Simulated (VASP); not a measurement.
# Na2S (Fm-3m) in VASP: notebook, part 2 of 2

VASP 6.6.1.

## Step 3: Single point, PBE (volume changed by +3%)

Contents of INCAR:

```
SYSTEM = Na2S
ALGO = Normal ; EDIFF = 1E-6
ENCUT = 500 ; GGA = PE
GGA_COMPAT = .FALSE. ; ISIF = 2
ISMEAR = 0 ; LASPH = .TRUE.
LCHARG = .TRUE. ; LELF = .TRUE.
LREAL = .FALSE. ; LVHAR = .TRUE.
LWAVE = .FALSE. ; NBANDS = 17
NELM = 120 ; PREC = Accurate
SIGMA = 0.01
```

Contents of KPOINTS:

```
k-points
0
G
  6 6 6
  0 0 0
```

Contents of POSCAR:

```
Na2S
1.0
    0.0000000000      3.3165226687      3.3165226687
    3.3165226687      0.0000000000      3.3165226687
    3.3165226687      3.3165226687      0.0000000000
Na S
2 1
Direct
    0.2500000000      0.2500000000      0.2500000000
    0.7500000000      0.7500000000      0.7500000000
    0.0000000000      0.0000000000      0.0000000000
```

Potentials or basis: VASP PAW PBE potentials, release 64 (Na_pv, S).

Launch:

```
cat potpaw_PBE.64/Na_pv/POTCAR potpaw_PBE.64/S/POTCAR > POTCAR
mpirun -np 1 vasp_std > vasp.out
```

OUTCAR:

```text
SYSTEM = Na2S
   EDIFF = 1E-6
   ENCUT = 500
   GGA = PE
   ISIF = 2
   ISMEAR = 0
   LASPH = .TRUE.
   LREAL = .FALSE.
   NELM = 120
   PREC = Accurate

 ion  position               nearest neighbor table
   1  0.250  0.250  0.250-
   2  0.750  0.750  0.750-
   3  0.000  0.000  0.000-

  LATTYP: Found a face centered cubic cell.
 ALAT       =     6.6330453374

  Lattice vectors:

 A1 = (   0.0000000000,   3.3165226687,   3.3165226687)
 A2 = (   3.3165226687,   0.0000000000,   3.3165226687)
 A3 = (   3.3165226687,   3.3165226687,   0.0000000000)

Analysis of symmetry for initial positions (statically):
=====================================================================
 Subroutine PRICEL returns:
 Original cell was already a primitive cell.

 Routine SETGRP: Setting up the symmetry group for a
 face centered cubic supercell.

 Subroutine GETGRP returns: Found 48 space group operations
[... 9 lines left out ...]

 Routine SETGRP: Setting up the symmetry group for a
 face centered cubic supercell.

[... 142 lines left out ...]
  free energy    TOTEN  =        -9.97126524 eV

  energy without entropy =       -9.97126524  energy(sigma->0) =       -9.97126524

 E-fermi :   0.0843     XC(G=0):  -7.6672

 val. band max:        0.0161113978   @ k =   0.0000   0.0000   0.0000
 cond. band min:       2.3663799102   @ k =   0.0000   0.0000   0.0000
 fundamental gap:      2.3502685124
 Fermi energy:         0.0843253941

 k-point     1 :       0.0000    0.0000    0.0000
  band No.  band energies     occupation
      1     -22.3179      2.00000
      2     -22.3179      2.00000
      3     -22.3179      2.00000
      4     -22.2711      2.00000
      5     -22.2711      2.00000
      6     -22.2711      2.00000
[... 297 lines left out ...]
      4     -22.2806      2.00000
      5     -22.2635      2.00000
      6     -22.2607      2.00000
[... 9 lines left out ...]
     16      10.9413      0.00000
     17      11.6766      0.00000

------------------------ aborting loop because EDIFF is reached ----------------------------------------

  FORCE on cell =-STRESS in cart. coord.  units (eV):
  Direction    XX          YY          ZZ          XY          YZ          ZX
  --------------------------------------------------------------------------------------
  -------------------------------------------------------------------------------------
  Total       -0.3615957     -0.3615957     -0.3615957      0.0000000      0.0000000     -0.0000000
  in kB       -7.9406286     -7.9406286     -7.9406286      0.0000000      0.0000000     -0.0000000
  external PRESSURE =      -7.9406286 kB  Pullay stress =       0.0000000 kB

 VOLUME and BASIS-vectors are now :
 -----------------------------------------------------------------------------
  energy-cutoff  :      500.00
  volume of cell :       72.96
      direct lattice vectors                 reciprocal lattice vectors
     0.000000000  3.316522669  3.316522669    -0.150760314  0.150760314  0.150760314
     3.316522669  0.000000000  3.316522669     0.150760314 -0.150760314  0.150760314
     3.316522669  3.316522669  0.000000000     0.150760314  0.150760314 -0.150760314

 POSITION                                       TOTAL-FORCE (eV/Angst)
 -----------------------------------------------------------------------------------
      1.65826      1.65826      1.65826        -0.000000     -0.000000      0.000000
      4.97478      4.97478      4.97478         0.000000      0.000000     -0.000000
      0.00000      0.00000      0.00000        -0.000000     -0.000000     -0.000000
 -----------------------------------------------------------------------------------
    total drift:                                0.000000      0.000000      0.000000

  FREE ENERGIE OF THE ION-ELECTRON SYSTEM (eV)
  ---------------------------------------------------
  free  energy   TOTEN  =        -9.9712652369 eV

  energy  without entropy=       -9.9712652369  energy(sigma->0) =       -9.97126524
```

OSZICAR:

```text
N       E                     dE             d eps       ncg     rms          rms(c)
DAV:   1     0.145063581672E+03    0.14506E+03   -0.10131E+04   544   0.116E+03
DAV:   2     0.269693619365E+00   -0.14479E+03   -0.13953E+03   576   0.315E+02
DAV:   3    -0.105981247089E+02   -0.10868E+02   -0.10797E+02   645   0.856E+01
DAV:   4    -0.108298848653E+02   -0.23176E+00   -0.23132E+00   678   0.131E+01
DAV:   5    -0.108343539366E+02   -0.44691E-02   -0.44683E-02   721   0.179E+00    0.366E+00
DAV:   6    -0.100106790006E+02    0.82367E+00   -0.16658E+00   708   0.543E+00    0.286E+00
DAV:   7    -0.995976421749E+01    0.50915E-01   -0.22439E-01   636   0.194E+00    0.190E+00
DAV:   8    -0.996967875571E+01   -0.99145E-02   -0.20692E-02   576   0.110E+00    0.636E-01
DAV:   9    -0.996988188611E+01   -0.20313E-03   -0.58498E-04   708   0.137E-01    0.752E-01
DAV:  10    -0.997146031354E+01   -0.15784E-02   -0.36273E-03   558   0.342E-01    0.490E-01
DAV:  11    -0.997126595464E+01    0.19436E-03   -0.83571E-04   617   0.121E-01    0.141E-01
DAV:  12    -0.997126480328E+01    0.11514E-05   -0.49640E-05   597   0.422E-02    0.393E-02
DAV:  13    -0.997126452454E+01    0.27873E-06   -0.20616E-05   636   0.187E-02    0.100E-02
DAV:  14    -0.997126523687E+01   -0.71233E-06   -0.18175E-06   583   0.999E-03
   1 F= -.99712652E+01 E0= -.99712652E+01  d E =-.484909E-24
```

stdout:

```text
POSCAR found type information on POSCAR NaS
 POSCAR found :  2 types and       3 ions
 scaLAPACK will be used
 LDA part: xc-table for (Slater+PW92), standard interpolation
 POSCAR, INCAR and KPOINTS ok, starting setup
 FFT: planning ... GRIDC
 FFT: planning ... GRID_SOFT
 FFT: planning ... GRID
 WAVECAR not read
 entering main loop
```

Wall time 23 s (1 thread of Intel Xeon Platinum 8259CL at 2.50GHz (Skylake/Cascade Lake), shared host); peak memory 0.19 GiB.

Results:

```
Free energy            : -9.9713 eV
Pressure               : -0.8 GPa
Band gap on the k mesh : 2.35 eV, direct
```

Levels at points of the mesh, in eV from the valence-band top:
```tsv
k point	band 8	band 9	band 10	band 11	band 12	band 13
(0.00, 0.00, 0.00)	0.00	0.00	0.00	2.35	7.60	7.60
(0.50, 0.00, 0.00)	-1.57	-0.13	-0.13	4.62	6.28	7.05
(0.50, 0.50, 0.00)	-1.41	-0.44	-0.44	3.82	5.87	8.12
```

## Step 4: Single point, PBE (volume changed by +6%)

Contents of INCAR:

```
ALGO = Normal
EDIFF = 1E-6
ENCUT = 500
GGA = PE
GGA_COMPAT = False
ISIF = 2
ISMEAR = 0
LASPH = True
LCHARG = True
LELF = True
LREAL = False
LVHAR = True
LWAVE = False
NBANDS = 17
NELM = 120
PREC = Accurate
SIGMA = 0.01
```

Contents of KPOINTS:

```
k-points
0
Gamma
  6 6 6
```

Contents of POSCAR:

```
Na2S
1.0
    0.0000000000      3.3484142661      3.3484142661
    3.3484142661      0.0000000000      3.3484142661
    3.3484142661      3.3484142661      0.0000000000
Na S
2 1
Direct
    0.2500000000      0.2500000000      0.2500000000
    0.7500000000      0.7500000000      0.7500000000
    0.0000000000      0.0000000000      0.0000000000
```

Potentials or basis: VASP PAW PBE potentials, release 64 (Na_pv, S).

Launch:

```
cat potpaw_PBE.64/Na_pv/POTCAR potpaw_PBE.64/S/POTCAR > POTCAR
mpirun -np 1 vasp_std > vasp.out
```

OUTCAR:

```text
EDIFF = 1E-6
   ENCUT = 500
   GGA = PE
   ISIF = 2
   ISMEAR = 0
   LASPH = True
   LREAL = False
   NELM = 120
   PREC = Accurate

 ion  position               nearest neighbor table
   1  0.250  0.250  0.250-
   2  0.750  0.750  0.750-
   3  0.000  0.000  0.000-

  LATTYP: Found a face centered cubic cell.
 ALAT       =     6.6968285322

[... 498 lines left out ...]
     16      10.6689      0.00000
     17      11.3815      0.00000

------------------------ aborting loop because EDIFF is reached ----------------------------------------

  FORCE on cell =-STRESS in cart. coord.  units (eV):
  Direction    XX          YY          ZZ          XY          YZ          ZX
  --------------------------------------------------------------------------------------
  -------------------------------------------------------------------------------------
  Total       -0.6881631     -0.6881631     -0.6881631      0.0000000      0.0000000     -0.0000000
  in kB      -14.6843390    -14.6843390    -14.6843390      0.0000000      0.0000000     -0.0000000
  external PRESSURE =     -14.6843390 kB  Pullay stress =       0.0000000 kB

 VOLUME and BASIS-vectors are now :
 -----------------------------------------------------------------------------
  energy-cutoff  :      500.00
  volume of cell :       75.08
      direct lattice vectors                 reciprocal lattice vectors
     0.000000000  3.348414266  3.348414266    -0.149324415  0.149324415  0.149324415
     3.348414266  0.000000000  3.348414266     0.149324415 -0.149324415  0.149324415
     3.348414266  3.348414266  0.000000000     0.149324415  0.149324415 -0.149324415

 POSITION                                       TOTAL-FORCE (eV/Angst)
 -----------------------------------------------------------------------------------
      1.67421      1.67421      1.67421        -0.000000     -0.000000     -0.000000
      5.02262      5.02262      5.02262         0.000000      0.000000      0.000000
      0.00000      0.00000      0.00000        -0.000000     -0.000000      0.000000
 -----------------------------------------------------------------------------------
    total drift:                                0.000000      0.000000      0.000000

  FREE ENERGIE OF THE ION-ELECTRON SYSTEM (eV)
  ---------------------------------------------------
  free  energy   TOTEN  =        -9.9567841854 eV

  energy  without entropy=       -9.9567841854  energy(sigma->0) =       -9.95678419
```

OSZICAR:

```text
N       E                     dE             d eps       ncg     rms          rms(c)
DAV:   1     0.145407030111E+03    0.14541E+03   -0.10056E+04   544   0.116E+03
DAV:   2     0.278933454880E+00   -0.14513E+03   -0.14070E+03   600   0.312E+02
DAV:   3    -0.106419207170E+02   -0.10921E+02   -0.10854E+02   659   0.867E+01
DAV:   4    -0.108272221354E+02   -0.18530E+00   -0.18516E+00   675   0.122E+01
DAV:   5    -0.108308746472E+02   -0.36525E-02   -0.36519E-02   690   0.173E+00    0.364E+00
DAV:   6    -0.999456401062E+01    0.83631E+00   -0.17149E+00   695   0.539E+00    0.280E+00
DAV:   7    -0.994515719319E+01    0.49407E-01   -0.22074E-01   643   0.190E+00    0.187E+00
DAV:   8    -0.995527355875E+01   -0.10116E-01   -0.21890E-02   586   0.110E+00    0.669E-01
DAV:   9    -0.995560201405E+01   -0.32846E-03   -0.79596E-04   700   0.150E-01    0.817E-01
DAV:  10    -0.995694671874E+01   -0.13447E-02   -0.46297E-03   558   0.362E-01    0.438E-01
DAV:  11    -0.995677573756E+01    0.17098E-03   -0.81419E-04   649   0.116E-01    0.948E-02
DAV:  12    -0.995678093325E+01   -0.51957E-05   -0.37186E-05   562   0.328E-02    0.243E-02
DAV:  13    -0.995678364401E+01   -0.27108E-05   -0.13723E-05   647   0.173E-02    0.435E-03
DAV:  14    -0.995678418544E+01   -0.54143E-06   -0.10919E-06   562   0.865E-03
   1 F= -.99567842E+01 E0= -.99567842E+01  d E =-.741671E-14
```

stdout:

```text
POSCAR found type information on POSCAR NaS
 POSCAR found :  2 types and       3 ions
 scaLAPACK will be used
 LDA part: xc-table for (Slater+PW92), standard interpolation
 POSCAR, INCAR and KPOINTS ok, starting setup
 FFT: planning ... GRIDC
 FFT: planning ... GRID_SOFT
 FFT: planning ... GRID
 WAVECAR not read
 entering main loop
```

It took 23 s on 1 thread of Intel Xeon Platinum 8259CL at 2.50GHz (Skylake/Cascade Lake), shared host; peak memory 0.19 GiB.

What came out:

* Free energy: -9.9568 eV
* Pressure: -1.5 GPa
* Band gap on the k mesh: 2.26 eV, direct

Levels at points of the mesh, in eV from the valence-band top:
```
           k point  band 6  band 7  band 8  band 9  band 10  band 11  band 12  band 13  band 14  band 15
(0.00, 0.00, 0.00)  -22.36  -10.05    0.00    0.00     0.00     2.26     7.50     7.50     7.50     9.19
(0.50, 0.00, 0.00)  -22.38   -9.85   -1.53   -0.13    -0.13     4.50     6.16     6.98     6.98    10.59
(0.50, 0.50, 0.00)  -22.35   -9.79   -1.37   -0.43    -0.43     3.80     5.78     7.90     9.31     9.31
```

## Step 5: Overview

```csv
cell,gap on the mesh (eV),pressure (GPa)
"a = 4.597 Å, angles 60.0°, 3 atoms",2.55,0.9
"a = 4.690 Å, angles 60.0°, 3 atoms",2.35,-0.8
"a = 4.735 Å, angles 60.0°, 3 atoms",2.26,-1.5
```

Alike in all rows: task single point; level PBE; potentials or basis VASP PAW PBE potentials, release 64 (Na_pv, S); no spin polarisation; k mesh 6 × 6 × 6; cutoff (eV) 500; smearing gaussian 0.01 eV.

Absolute energies hang on the potentials; compare differences alone.
